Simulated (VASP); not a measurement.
# Li3Zn2 (Cmmm) in VASP: notebook, part 3 of 3

VASP 6.6.1. The steps go on from the part before.

### 5 Single point, PBE

This run uses another cell than the first one, of 18.12 Å³/atom, 1.224 times its volume.

INCAR

```
  PREC = Accurate
  ENCUT = 520
  EDIFF = 1E-6
  ISMEAR = 0
  SIGMA = 0.1
  LREAL = F
  LASPH = T
  NELM = 80
  ALGO = Fast
  ISIF = 2
  LWAVE = F
  LCHARG = F
  GGA = PE
  NBANDS = 24
```

KPOINTS

```
Automatic mesh
0
Gamma
  10 10 10
```

POSCAR

```
Li3Zn2
1.0
    2.7108089172     -3.9800360085      0.0000000000
    2.7108089172      3.9800360085      0.0000000000
    0.0000000000      0.0000000000      4.1983813698
Li Zn
3 2
Direct
    0.1701108398      0.8298891602      0.5000000000
    0.8298891602      0.1701108398      0.5000000000
    0.5000000000      0.5000000000      0.5000000000
    0.7568798157      0.7568798157      0.0000000000
    0.2431201843      0.2431201843      0.0000000000
```

Potentials or basis: VASP PAW PBE potentials, release 64 (Li_sv, Zn).

On the command line:

```sh
> cat potpaw_PBE.64/Li_sv/POTCAR potpaw_PBE.64/Zn/POTCAR > POTCAR
> mpirun -np 1 vasp_std > vasp.out
```

OUTCAR:

```text
PREC = Accurate
   ENCUT = 520
   EDIFF = 1E-6
   ISMEAR = 0
   LREAL = F
   LASPH = T
   NELM = 80
   ISIF = 2
   GGA = PE

 ion  position               nearest neighbor table
   1  0.170  0.830  0.500-   4 2.82   5 2.82   4 2.82   5 2.82
   2  0.830  0.170  0.500-   4 2.82   5 2.82   4 2.82   5 2.82
   3  0.500  0.500  0.500-   4 2.52   5 2.52   4 2.52   5 2.52
   4  0.757  0.757  0.000-   3 2.52   3 2.52   5 2.64   5 2.79   1 2.82   2 2.82   1 2.82   2 2.82

   5  0.243  0.243  0.000-   3 2.52   3 2.52   4 2.64   4 2.79   2 2.82   1 2.82   2 2.82   1 2.82

  LATTYP: Found a base centered orthorhombic cell.
 ALAT       =     5.4216178344
 B/A-ratio  =     1.4682097227
 C/A-ratio  =     0.7743779621

  Lattice vectors:

 A1 = (   2.7108089172,  -3.9800360085,   0.0000000000)
 A2 = (   2.7108089172,   3.9800360085,   0.0000000000)
 A3 = (   0.0000000000,   0.0000000000,   4.1983813698)

Analysis of symmetry for initial positions (statically):
=====================================================================
 Subroutine PRICEL returns:
 Original cell was already a primitive cell.

 Routine SETGRP: Setting up the symmetry group for a
 base centered orthorhombic supercell.

 Subroutine GETGRP returns: Found  8 space group operations
 (whereof  8 operations were pure point group operations)
 out of a pool of  8 trial point group operations.

The static configuration has the point symmetry D_2h.

Analysis of symmetry for dynamics (positions and initial velocities):
=====================================================================
 Subroutine PRICEL returns:
 Original cell was already a primitive cell.

 Routine SETGRP: Setting up the symmetry group for a
 base centered orthorhombic supercell.

 Subroutine GETGRP returns: Found  8 space group operations
 (whereof  8 operations were pure point group operations)
 out of a pool of  8 trial point group operations.

The dynamic configuration has the point symmetry D_2h.

 Subroutine INISYM returns: Found  8 space group operations
 (whereof  8 operations are pure point group operations),
 and found     1 'primitive' translations

----------------------------------------------------------------------------------------

                                     Primitive cell

  volume of cell :      90.5937

  direct lattice vectors                    reciprocal lattice vectors
     2.710808917 -3.980036008  0.000000000     0.184446789 -0.125627004  0.000000000
     2.710808917  3.980036008  0.000000000     0.184446789  0.125627004  0.000000000
     0.000000000  0.000000000  4.198381370     0.000000000  0.000000000  0.238187033

  length of vectors
     4.815513640  4.815513640  4.198381370     0.223165325  0.223165325  0.238187033

  position of ions in fractional coordinates (direct lattice)
     0.170110840  0.829889160  0.500000000
     0.829889160  0.170110840  0.500000000
     0.500000000  0.500000000  0.500000000
     0.756879816  0.756879816  0.000000000
     0.243120184  0.243120184  0.000000000

  ion indices of the primitive-cell ions
   primitive index   ion index
                 1           1
                 2           2
                 3           3
                 4           4
                 5           5

----------------------------------------------------------------------------------------

 KPOINTS: Automatic mesh

Automatic generation of k-mesh.
 Grid dimensions read from file:
 generate k-points for:   10   10   10

 Generating k-lattice:

  Cartesian coordinates                     Fractional coordinates (reciprocal lattice)
     0.018444679 -0.012562700  0.000000000     0.100000000  0.000000000  0.000000000
     0.018444679  0.012562700  0.000000000     0.000000000  0.100000000  0.000000000
     0.000000000  0.000000000  0.023818703     0.000000000  0.000000000  0.100000000

  Length of vectors
     0.022316532  0.022316532  0.023818703

  Shift w.r.t. Gamma in fractional coordinates (k-lattice)
     0.000000000  0.000000000  0.000000000

 Subroutine IBZKPT returns following result:
 ===========================================

 Found    186 irreducible k-points:

 Following reciprocal coordinates:
            Coordinates               Weight
  0.000000  0.000000  0.000000      1.000000
  0.100000  0.000000  0.000000      4.000000
  0.200000  0.000000  0.000000      4.000000
  0.300000  0.000000  0.000000      4.000000
  0.400000  0.000000  0.000000      4.000000
  0.500000 -0.000000  0.000000      2.000000
[... 16 lines left out ...]
  0.300000  0.300000  0.000000      2.000000
  0.400000  0.300000  0.000000      4.000000
 [... further k-points ...]
   k-points           NKPTS =    186   k-points in BZ     NKDIM =    186   number of bands    NBANDS=     24
   number of dos      NEDOS =    301   number of ions     NIONS =      5
   total plane-waves  NPLWV =  41472
   dimension x,y,z NGX =    36 NGY =   36 NGZ =   32
   dimension x,y,z NGXF=    72 NGYF=   72 NGZF=   64
   ions per type =               3   2
   NGX,Y,Z   is equivalent  to a cutoff of  12.43, 12.43, 12.67 a.u.
   NGXF,Y,Z  is equivalent  to a cutoff of  24.86, 24.86, 25.34 a.u.
 SYSTEM =  unknown system
   PREC   = accura    normal or accurate (medium, high low for compatibility)
   ISTART =      0    job   : 0-new  1-cont  2-samecut
   ICHARG =      2    charge: 1-file 2-atom 10-const
   ISPIN  =      1    spin polarized calculation?
   LNONCOLLINEAR =      F non collinear calculations
   LSORBIT =      F    spin-orbit coupling
   LASPH  =      T    aspherical Exc in radial PAW
   ENCUT  =  520.0 eV  38.22 Ry    6.18 a.u.   8.95  8.95  7.81*2*pi/ulx,y,z
   NELM   =     80;   NELMIN=  2; NELMDL= -5     # of ELM steps
   EDIFF  = 0.1E-05   stopping-criterion for ELM
   LREAL  =      F    real-space projection
   EDIFFG = 0.1E-04   stopping-criterion for IOM
   NSW    =      0    number of steps for IOM
   IBRION =     -1    ionic relax: 0-MD 1-quasi-New 2-CG
   NFREE  =      0    steps in history (QN), initial steepest desc. (CG)
   ISIF   =      2    stress and relaxation
   ISYM   =      2    0-nonsym 1-usesym 2-fastsym
   POTIM  = 0.5000    time-step for ionic-motion
   TEBEG  =    0.0;   TEEND  =   0.0 temperature during run
   PSTRESS=    0.0 pullay stress
   NELECT =      33.0000    total number of electrons
   NUPDOWN=      -1.0000    fix difference up-down
   EMIN   =  10.00;   EMAX   =-10.00  energy-range for DOS
   EFERMI =   0.00;   METHOD = LEGACY
   ISMEAR =     0;   SIGMA  =   0.10  broadening in eV -4-tet -1-fermi 0-gaus
   EFERMI_NEDOS =   21; number of points for ismear=-14 and -15
   IALGO  =     68    algorithm
   IMIX   =      4    mixing-type and parameters
     AMIX     =   0.40;   BMIX     =  1.00
     AMIX_MAG =   1.60;   BMIX_MAG =  1.00
  volume/ion in A,a.u.               =      18.12       122.27
  Fermi-wavevector in a.u.,A,eV,Ry     =   1.169177  2.209424 18.598818  1.366975
  Thomas-Fermi vector in A             =   2.305653
   LORBIT       =      0    0 simple, 1 ext, 2 COOP (PROOUT), +10 PAW based schemes
   GGA     = PE    functional components
   LHFCALC =     F    Hartree Fock is set to
   AEXX    =    0.0000 exact exchange contribution
   IVDW    =     0    specifies the selected vdW correction
   LEPSILON=     F    determine dielectric tensor
   LRPA    =     F    only Hartree local field effects (RPA)
 non-spin polarized calculation
 RMM-DIIS sequential band-by-band and
 Gauss-broadening in eV      SIGMA  =   0.10
  energy-cutoff  :      520.00
  volume of cell :       90.59
 maximum number of plane-waves:      2466
   NGX = 17   NGY = 17   NGZ = 15

 number of electron      32.9999963 magnetization

 Free energy of the ion-electron system (eV)
  ---------------------------------------------------
  ext. energy  EPLUGINS =         0.00000000
  ---------------------------------------------------
  free energy    TOTEN  =        -7.77808732 eV

  energy without entropy =       -7.76872071  energy(sigma->0) =       -7.77340401

 E-fermi :   1.1412     XC(G=0):  -8.5962

 val. band max:        1.1406736566   @ k =   0.3000   0.3000   0.3000
 cond. band min:       1.1453916728   @ k =  -0.4000   0.3000   0.2000
 fundamental gap:      0.0047180162
 Fermi energy:         1.1411869041

 k-point     1 :       0.0000    0.0000    0.0000
  band No.  band energies     occupation
      1     -45.2765      2.00000
      2     -45.2568      2.00000
      3     -44.8658      2.00000
      4      -6.4058      2.00000
      5      -6.1368      2.00000
      6      -6.0832      2.00000
[... 637 lines left out ...]
     23       6.9586      0.00000
     24       7.9097      0.00000

 [... further k-points ...]
[... 5 lines left out ...]
  --------------------------------------------------------------------------------------
  -------------------------------------------------------------------------------------
  Total        0.0665266      0.0282917      0.0171694      0.0000000      0.0000000      0.0000000
  in kB        1.1765431      0.5003469      0.3036468      0.0000000      0.0000000      0.0000000
  external PRESSURE =       0.6601789 kB  Pullay stress =       0.0000000 kB

 VOLUME and BASIS-vectors are now :
 -----------------------------------------------------------------------------
  energy-cutoff  :      520.00
  volume of cell :       90.59
      direct lattice vectors                 reciprocal lattice vectors
     2.710808917 -3.980036008  0.000000000     0.184446789 -0.125627004  0.000000000
     2.710808917  3.980036008  0.000000000     0.184446789  0.125627004  0.000000000
     0.000000000  0.000000000  4.198381370     0.000000000  0.000000000  0.238187033

 POSITION                                       TOTAL-FORCE (eV/Angst)
 -----------------------------------------------------------------------------------
      2.71081      2.62594      2.09919         0.000000     -0.003286      0.000000
      2.71081     -2.62594      2.09919         0.000000      0.003286      0.000000
      2.71081      0.00000      2.09919         0.000000      0.000000      0.000000
      4.10351      0.00000      0.00000        -0.001206      0.000000      0.000000
      1.31810      0.00000      0.00000         0.001206      0.000000      0.000000
 -----------------------------------------------------------------------------------
    total drift:                                0.000000     -0.000000      0.000000

  FREE ENERGIE OF THE ION-ELECTRON SYSTEM (eV)
  ---------------------------------------------------
  free  energy   TOTEN  =        -7.7780873196 eV

  energy  without entropy=       -7.7687207065  energy(sigma->0) =       -7.77340401
```

OSZICAR:

```text
N       E                     dE             d eps       ncg     rms          rms(c)
DAV:   1     0.175758398590E+03    0.17576E+03   -0.14949E+04  8928   0.159E+03
DAV:   2     0.118411794990E+02   -0.16392E+03   -0.15810E+03  9064   0.350E+02
DAV:   3    -0.669217451123E+01   -0.18533E+02   -0.18199E+02 15536   0.853E+01
[... 16 lines left out ...]
RMM:  20    -0.777808052314E+01   -0.43775E-05   -0.36318E-05 12140   0.236E-02    0.799E-03
RMM:  21    -0.777808336836E+01   -0.28452E-05   -0.25131E-05 11667   0.198E-02    0.834E-03
RMM:  22    -0.777808518867E+01   -0.18203E-05   -0.17101E-05 10456   0.167E-02    0.872E-03
RMM:  23    -0.777808643226E+01   -0.12436E-05   -0.12265E-05  9829   0.150E-02    0.890E-03
RMM:  24    -0.777808731960E+01   -0.88734E-06   -0.92724E-06  9642   0.140E-02
   1 F= -.77780873E+01 E0= -.77734040E+01  d E =-.936661E-02
```

stdout:

```text
POSCAR found type information on POSCAR LiZn
 POSCAR found :  2 types and       5 ions
 scaLAPACK will be used
 LDA part: xc-table for (Slater+PW92), standard interpolation
 POSCAR, INCAR and KPOINTS ok, starting setup
 FFT: planning ... GRIDC
 FFT: planning ... GRID_SOFT
 FFT: planning ... GRID
 WAVECAR not read
 entering main loop
WARNING in EDDRMM: call to ZHEGV failed, returncode =   6  3     11
WARNING in EDDRMM: call to ZHEGV failed, returncode =   8  4     21
```

Wall time 9.9 min (1 thread of Oxide Virtual Turin-like, shared host); peak memory 0.4 GiB.

Results:

* Free energy: -7.7781 eV
* Largest force: 0.003 eV/Å

Forces in eV/Å, atoms in the order of the input:
```
Li   0.000 -0.003  0.000
Li   0.000  0.003  0.000
Li   0.000  0.000  0.000
Zn  -0.001  0.000  0.000
Zn   0.001  0.000  0.000
```

Levels at points of the mesh, in eV from the Fermi level:
```tsv
k point	band 12	band 13	band 14	band 15	band 16	band 17	band 18	band 19	band 20	band 21
(0.00, 0.00, 0.00)	-6.76	-6.67	-6.27	-0.66	-0.19	0.49	1.14	1.83	3.27	4.15
(0.50, 0.00, 0.00)	-6.98	-6.96	-4.94	-4.62	-0.19	1.18	2.43	2.47	4.08	4.27
(0.50, 0.50, 0.00)	-6.76	-6.76	-5.10	-2.48	-2.12	-0.86	1.72	4.59	5.04	5.20
(0.00, 0.00, 0.50)	-6.76	-6.64	-5.49	-2.66	0.29	1.26	1.27	3.19	3.30	3.52
(0.50, 0.00, 0.50)	-6.98	-6.95	-3.96	-3.83	-1.52	-1.15	1.60	1.77	2.42	4.99
(0.50, 0.50, 0.50)	-6.76	-6.69	-4.29	-1.69	-1.21	-0.68	-0.35	-0.01	0.36	4.43
```

Caveat: the cutoff is under 1.25 times the usual one of these potentials, so pressure, stress and relaxed cells hold a basis-set (Pulay) error.

### 6 Overview

| task | cell | k mesh | cutoff (eV) | gap on the mesh (eV) | largest force (eV/Å) |
| --- | --- | --- | --- | --- | --- |
| single point | a = 4.116, b = 4.116, c = 4.374 Å, angles 90.0, 90.0, 92.2°, 5 atoms | 4 × 4 × 4 | 520 | none | 0.52 |
| single point | a = 4.750, b = 4.750, c = 4.345 Å, angles 90.0, 90.0, 112.4°, 5 atoms | 4 × 4 × 4 | 520 | none | - |
| relaxation of cell and atoms | relaxed from a = 4.116, b = 4.116, c = 4.374 Å, angles 90.0, 90.0, 92.2°, 5 atoms | 4 × 4 × 4 | 600 | none | 0.04 |
| single point | a = 4.816, b = 4.816, c = 4.198 Å, angles 90.0, 90.0, 111.5°, 5 atoms | 10 × 10 × 10 | 520 | none | - |

Alike in all rows: level PBE; potentials or basis VASP PAW PBE potentials, release 64 (Li_sv, Zn); no spin polarisation; smearing gaussian 0.1 eV.

Caveats: some runs use coarse meshes; the cutoff is under 1.25 times the usual one of these potentials, so pressure, stress and relaxed cells hold a basis-set (Pulay) error; the volume moved by over 15 % at a fixed basis, so the end points are rough (some runs).

Total energies depend on the potentials used, so only differences within one code and one set of settings carry meaning.
